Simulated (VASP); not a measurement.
# C10N in VASP: further runs

C10N is run at these levels: PBE; tasks: single point.

Everything below comes from runs of VASP 6.6.1. Logs are shortened: lines on timing, memory, paths and dates and some standing lists are left out, and cuts for length are marked.

**1. The cell of the first run**

The cell holds a wire or tube with vacuum around it, 11 atoms: a = 4.272 Å, b = 8.872 Å, c = 20.279 Å, α = 90.00°, β = 90.00°, γ = 103.93°.

**2. Single point, PBE**

INCAR

```
PREC = Accurate ; ENCUT = 520
EDIFF = 1E-7 ; ISMEAR = 0
SIGMA = 0.1 ; LREAL = False
LASPH = True ; NELM = 100
ALGO = Normal ; ISIF = 2
LWAVE = False ; LCHARG = False
LDIPOL = True ; IDIPOL = 3
DIPOL = 0.5 0.5 0.325 ; GGA = PE
NBANDS = 34
```

KPOINTS

```
Automatic mesh
0
Gamma
  7 3 1
```

POSCAR

```
C10N
1.0
    4.2718357705      0.0000000000      0.0000000000
   -2.1359178852      8.6110540228      0.0000000000
    0.0000000000      0.0000000000     20.2788015587
C N
10 1
Direct
    0.1564123854      0.9794914374      0.1972503152
    0.8230790520      0.9794914374      0.1972503152
    0.6461581041      0.9589828748      0.2574344417
    0.3128247708      0.9589828748      0.2574344417
    0.1338042381      0.9383827998      0.3175270229
    0.8045779070      0.9383826011      0.3175270277
    0.6222260717      0.9176686260      0.3778997877
    0.2954419668      0.9176686383      0.3778996956
    0.0947392598      0.8987954532      0.4329047980
    0.8040521936      0.8987947219      0.4329053437
    0.3447392598      1.6487954532      0.4051177715
```

Potentials or basis: VASP PAW PBE potentials, release 64 (C, N).

Launch:

```
> cat potpaw_PBE.64/C/POTCAR potpaw_PBE.64/N/POTCAR > POTCAR
> mpirun -np 1 vasp_std > vasp.out
```

OUTCAR:

```text
PREC = Accurate
   ENCUT = 520
   EDIFF = 1E-7
   ISMEAR = 0
   LREAL = False
   LASPH = True
   NELM = 100
   ISIF = 2
   GGA = PE

 ion  position               nearest neighbor table
   1  0.156  0.979  0.197-   2 1.42   4 1.42
   2  0.823  0.979  0.197-   3 1.42   1 1.42
   3  0.646  0.959  0.257-   4 1.42   2 1.42   6 1.43
   4  0.313  0.959  0.257-   3 1.42   1 1.42   5 1.43
   5  0.134  0.938  0.318-   6 1.41   4 1.43   8 1.44
   6  0.805  0.938  0.318-   5 1.41   3 1.43   7 1.44
   7  0.622  0.918  0.378-  10 1.39   8 1.40   6 1.44
   8  0.295  0.918  0.378-   9 1.39   7 1.40   5 1.44
   9  0.095  0.899  0.433-  10 1.24   8 1.39
  10  0.804  0.899  0.433-   9 1.24   7 1.39
  11  0.345  0.649  0.405-

  LATTYP: Found a base centered orthorhombic cell.
 ALAT       =     4.2718357705
 B/A-ratio  =     4.0315473185
 C/A-ratio  =     4.7470929708

  Lattice vectors:

 A1 = (   2.1359178852,  -8.6110540228,   0.0000000000)
 A2 = (   2.1359178853,   8.6110540228,   0.0000000000)
 A3 = (   0.0000000000,   0.0000000000,  20.2788015587)

Analysis of symmetry for initial positions (statically):
=====================================================================
 Subroutine PRICEL returns:
 Original cell was already a primitive cell.

 Routine SETGRP: Setting up the symmetry group for a
 base centered orthorhombic supercell.

 Subroutine GETGRP returns: Found  1 space group operations
 (whereof  1 operations were pure point group operations)
 out of a pool of  8 trial point group operations.

The static configuration has the point symmetry C_1 .

Analysis of symmetry for dynamics (positions and initial velocities):
=====================================================================
 Subroutine PRICEL returns:
 Original cell was already a primitive cell.

 Routine SETGRP: Setting up the symmetry group for a
 base centered orthorhombic supercell.

 Subroutine GETGRP returns: Found  1 space group operations
 (whereof  1 operations were pure point group operations)
 out of a pool of  8 trial point group operations.

The dynamic configuration has the point symmetry C_1 .

 Subroutine INISYM returns: Found  1 space group operations
 (whereof  1 operations are pure point group operations),
 and found     1 'primitive' translations

----------------------------------------------------------------------------------------

                                     Primitive cell

  volume of cell :     745.9559

  direct lattice vectors                    reciprocal lattice vectors
     4.271835771  0.000000000  0.000000000     0.234091396  0.058064901  0.000000000
    -2.135917885  8.611054023  0.000000000     0.000000000  0.116129802  0.000000000
     0.000000000  0.000000000 20.278801559     0.000000000  0.000000000  0.049312579

  length of vectors
     4.271835771  8.872000710 20.278801559     0.241185229  0.116129802  0.049312579

  position of ions in fractional coordinates (direct lattice)
     0.156412385  0.979491437  0.197250315
     0.823079052  0.979491437  0.197250315
     0.646158104  0.958982875  0.257434442
     0.312824771  0.958982875  0.257434442
     0.133804238  0.938382800  0.317527023
     0.804577907  0.938382601  0.317527028
     0.622226072  0.917668626  0.377899788
     0.295441967  0.917668638  0.377899696
     0.094739260  0.898795453  0.432904798
     0.804052194  0.898794722  0.432905344
     0.344739260  0.648795453  0.405117772

  ion indices of the primitive-cell ions
   primitive index   ion index
                 1           1
                 2           2
                 3           3
                 4           4
                 5           5
                 6           6
                 7           7
                 8           8
                 9           9
                10          10
                11          11

----------------------------------------------------------------------------------------

 KPOINTS: Automatic mesh
[... 33 lines left out ...]
|     Results are often still useful ...                                      |
|                                                                             |
 -----------------------------------------------------------------------------

 WARNING: IBZKPT: internal override: KBLOWUP is changed to .FALSE.
      ... skipping the blow-up phase ...

 Subroutine IBZKPT returns following result:
 ===========================================

 Found     11 irreducible k-points:

 Following reciprocal coordinates:
            Coordinates               Weight
  0.000000  0.000000  0.000000      1.000000
  0.142857  0.000000  0.000000      2.000000
  0.285714  0.000000  0.000000      2.000000
  0.428571 -0.000000  0.000000      2.000000
  0.000000  0.333333  0.000000      2.000000
  0.142857  0.333333  0.000000      2.000000
  0.285714  0.333333  0.000000      2.000000
  0.428571  0.333333  0.000000      2.000000
 -0.428571  0.333333  0.000000      2.000000
 -0.285714  0.333333  0.000000      2.000000
 -0.142857  0.333333  0.000000      2.000000
   k-points           NKPTS =     11   k-points in BZ     NKDIM =     11   number of bands    NBANDS=     34
   number of dos      NEDOS =    301   number of ions     NIONS =     11
   total plane-waves  NPLWV = 358400
   dimension x,y,z NGX =    32 NGY =   70 NGZ =  160
   dimension x,y,z NGXF=    64 NGYF=  140 NGZF=  320
   ions per type =              10   1
   NGX,Y,Z   is equivalent  to a cutoff of  12.45, 13.12, 13.12 a.u.
   NGXF,Y,Z  is equivalent  to a cutoff of  24.91, 26.23, 26.23 a.u.
 SYSTEM =  unknown system
   PREC   = accura    normal or accurate (medium, high low for compatibility)
   ISTART =      0    job   : 0-new  1-cont  2-samecut
   ICHARG =      2    charge: 1-file 2-atom 10-const
   ISPIN  =      1    spin polarized calculation?
   LNONCOLLINEAR =      F non collinear calculations
   LSORBIT =      F    spin-orbit coupling
   LASPH  =      T    aspherical Exc in radial PAW
   ENCUT  =  520.0 eV  38.22 Ry    6.18 a.u.   7.94 16.50 37.71*2*pi/ulx,y,z
   NELM   =    100;   NELMIN=  2; NELMDL= -5     # of ELM steps
   EDIFF  = 0.1E-06   stopping-criterion for ELM
   LREAL  =      F    real-space projection
   EDIFFG = 0.1E-05   stopping-criterion for IOM
   NSW    =      0    number of steps for IOM
   IBRION =     -1    ionic relax: 0-MD 1-quasi-New 2-CG
   NFREE  =      0    steps in history (QN), initial steepest desc. (CG)
   ISIF   =      2    stress and relaxation
   ISYM   =      2    0-nonsym 1-usesym 2-fastsym
   POTIM  = 0.5000    time-step for ionic-motion
   TEBEG  =    0.0;   TEEND  =   0.0 temperature during run
   PSTRESS=    0.0 pullay stress
   NELECT =      45.0000    total number of electrons
   NUPDOWN=      -1.0000    fix difference up-down
   EMIN   =  10.00;   EMAX   =-10.00  energy-range for DOS
   EFERMI =   0.00;   METHOD = LEGACY
   ISMEAR =     0;   SIGMA  =   0.10  broadening in eV -4-tet -1-fermi 0-gaus
   EFERMI_NEDOS =   21; number of points for ismear=-14 and -15
   IALGO  =     38    algorithm
   IMIX   =      4    mixing-type and parameters
     AMIX     =   0.40;   BMIX     =  1.00
     AMIX_MAG =   1.60;   BMIX_MAG =  1.00
  volume/ion in A,a.u.               =      67.81       457.63
  Fermi-wavevector in a.u.,A,eV,Ry     =   0.642059  1.213315  5.608854  0.412239
  Thomas-Fermi vector in A             =   1.708603
   LORBIT       =      0    0 simple, 1 ext, 2 COOP (PROOUT), +10 PAW based schemes
   GGA     = PE    functional components
   LHFCALC =     F    Hartree Fock is set to
   AEXX    =    0.0000 exact exchange contribution
   IVDW    =     0    specifies the selected vdW correction
   LEPSILON=     F    determine dielectric tensor
   LRPA    =     F    only Hartree local field effects (RPA)
 non-spin polarized calculation
 Gauss-broadening in eV      SIGMA  =   0.10
  energy-cutoff  :      520.00
  volume of cell :      745.96
 maximum number of plane-waves:     20148
   NGX = 15   NGY = 33   NGZ = 75

 dipolmoment           0.000000      0.000000      0.016480 electrons x Angstroem

 number of electron      44.9999999 magnetization

 dipolmoment           0.000000      0.000000     -0.012964 electrons x Angstroem

 Free energy of the ion-electron system (eV)
  ---------------------------------------------------
  ext. energy  EPLUGINS =         0.00000000
  ---------------------------------------------------
  free energy    TOTEN  =       -83.75926680 eV

  energy without entropy =      -83.68922489  energy(sigma->0) =      -83.72424585

 E-fermi :  -4.8067     XC(G=0):  -2.2237

 val. band max:       -4.8495046173   @ k =   0.4286  -0.0000   0.0000
 cond. band min:      -4.7772914456   @ k =   0.4286   0.3333   0.0000
 fundamental gap:      0.0722131717
 Fermi energy:        -4.8066914964

 k-point     1 :       0.0000    0.0000    0.0000
  band No.  band energies     occupation
      1     -23.4124      2.00000
      2     -21.5664      2.00000
      3     -18.8575      2.00000
      4     -18.1845      2.00000
      5     -17.6659      2.00000
      6     -16.6307      2.00000
[... 396 lines left out ...]
     33       1.7317      0.00000
     34       2.0705      0.00000

------------------------ aborting loop because EDIFF is reached ----------------------------------------

 vacuum level on the upper side and lower side of the slab       (xc-potential included)        -0.081        -0.026

  FORCE on cell =-STRESS in cart. coord.  units (eV):
  Direction    XX          YY          ZZ          XY          YZ          ZX
  --------------------------------------------------------------------------------------
  -------------------------------------------------------------------------------------
  Total       -0.2029788     -4.2867406     -1.9663845     -0.1223256      0.2391678      0.0901555
  in kB       -0.4359615     -9.2071378     -4.2234356     -0.2627331      0.5136889      0.1936377
  external PRESSURE =      -4.6221783 kB  Pullay stress =       0.0000000 kB

 VOLUME and BASIS-vectors are now :
 -----------------------------------------------------------------------------
  energy-cutoff  :      520.00
  volume of cell :      745.96
      direct lattice vectors                 reciprocal lattice vectors
     4.271835771  0.000000000  0.000000000     0.234091396  0.058064901  0.000000000
    -2.135917885  8.611054023  0.000000000     0.000000000  0.116129802  0.000000000
     0.000000000  0.000000000 20.278801559     0.000000000  0.000000000  0.049312579

 POSITION                                       TOTAL-FORCE (eV/Angst)
 -----------------------------------------------------------------------------------
     -1.42395      8.43445      4.00000        -6.590275     -0.194178      1.201332
      1.42395      8.43445      4.00000         6.589527     -0.176417      1.198634
      0.71197      8.25785      5.22046        -0.007001      0.174782     -1.040130
     -0.71197      8.25785      5.22046         0.012514      0.176471     -1.049029
     -1.43272      8.08046      6.43907        -0.135880      0.092709     -0.433128
      1.43272      8.08046      6.43907         0.130845      0.132270     -0.458530
      0.69798      7.90209      7.66335         0.379828     -0.644906     -0.114855
     -0.69799      7.90209      7.66335        -0.489622     -0.508954      0.057650
     -1.51504      7.73958      8.77879         0.767667     -0.362500      0.249663
      1.51503      7.73957      8.77880        -0.706505     -0.541799      0.380050
      0.08690      5.58681      8.21530         0.048901      1.852522      0.008343
 -----------------------------------------------------------------------------------
    total drift:                               -0.000079     -0.000256      0.000142

  FREE ENERGIE OF THE ION-ELECTRON SYSTEM (eV)
  ---------------------------------------------------
  free  energy   TOTEN  =       -83.7592668011 eV

  energy  without entropy=      -83.6892248946  energy(sigma->0) =      -83.72424585

 vacuum level on the upper side and lower side of the slab         1.272         1.327
```

It took 17 min on 1 thread of Oxide Virtual Turin-like, shared host; peak memory 0.77 GiB.

What came out:

| Quantity | Value |
| --- | --- |
| Free energy | -83.7593 eV |
| Largest force | 6.702 eV/Å |
| Band gap on the k mesh | zero (an odd number of electrons rules out a gap without spin polarisation) |

Forces on the atoms (eV/Å):
```
C   -6.590 -0.194  1.201
C    6.590 -0.176  1.199
C   -0.007  0.175 -1.040
C    0.013  0.176 -1.049
C   -0.136  0.093 -0.433
C    0.131  0.132 -0.459
C    0.380 -0.645 -0.115
C   -0.490 -0.509  0.058
C    0.768 -0.362  0.250
C   -0.707 -0.542  0.380
N    0.049  1.853  0.008
```

Caveat: an odd number of electrons without spin polarisation forces a metal; a magnetic or distorted state may lie lower.

**3. Single point, PBE**

INCAR

```
SYSTEM = C10N
PREC = Accurate ; ENCUT = 520
EDIFF = 1E-7 ; ISMEAR = 0
SIGMA = 0.1 ; LREAL = .FALSE.
LASPH = .TRUE. ; NELM = 60
ALGO = Normal ; ISIF = 2
LWAVE = .FALSE. ; LCHARG = .FALSE.
LDIPOL = .TRUE. ; IDIPOL = 3
DIPOL = 0.5 0.5 0.328 ; GGA = PE
NBANDS = 34
```

KPOINTS

```
Automatic mesh
0
G
  7 3 1
  0 0 0
```

Changes to POSCAR since step 2:

```diff
@@ -18,2 +18,2 @@
     0.8040521936      0.8987947219      0.4329053437
-    0.3447392598      1.6487954532      0.4051177715
+    0.8447392598      1.6487954532      0.4453388034
```

Potentials or basis: VASP PAW PBE potentials, release 64 (C, N).

Launch:

```
> cat potpaw_PBE.64/C/POTCAR potpaw_PBE.64/N/POTCAR > POTCAR
> mpirun -np 1 vasp_std > vasp.out
```

Run time: 16 min. Hardware: 1 thread of Oxide Virtual Turin-like, shared host; peak memory 0.75 GiB.

Results (log left out):

| Quantity | Value |
| --- | --- |
| Free energy | -84.3707 eV |
| Largest force | 7.361 eV/Å |
| Band gap on the k mesh | zero (an odd number of electrons rules out a gap without spin polarisation) |

Forces on the atoms (eV/Å):
```
C   -7.268 -0.169  1.092
C    7.278 -0.177  1.088
C   -0.420  0.172 -0.984
C    0.424  0.164 -1.011
C    0.142  0.032 -0.164
C   -0.126  0.018 -0.201
C   -0.919  0.407 -0.400
C    0.959  0.480 -0.524
C    2.514 -2.260  0.585
C   -2.521 -1.910  0.515
N   -0.062  3.244  0.003
```

Levels at points of the mesh, in eV from the Fermi level:
```
           k point  band 19  band 20  band 21  band 22  band 23  band 24  band 25  band 26  band 27  band 28
(0.00, 0.00, 0.00)    -1.25    -1.02    -0.16    -0.07    -0.04     1.16     1.34     1.49     2.18     2.44
```

Caveat: an odd number of electrons without spin polarisation forces a metal; a magnetic or distorted state may lie lower.

The gap in the log of VASP goes by the Fermi energy; the results here count the filled bands.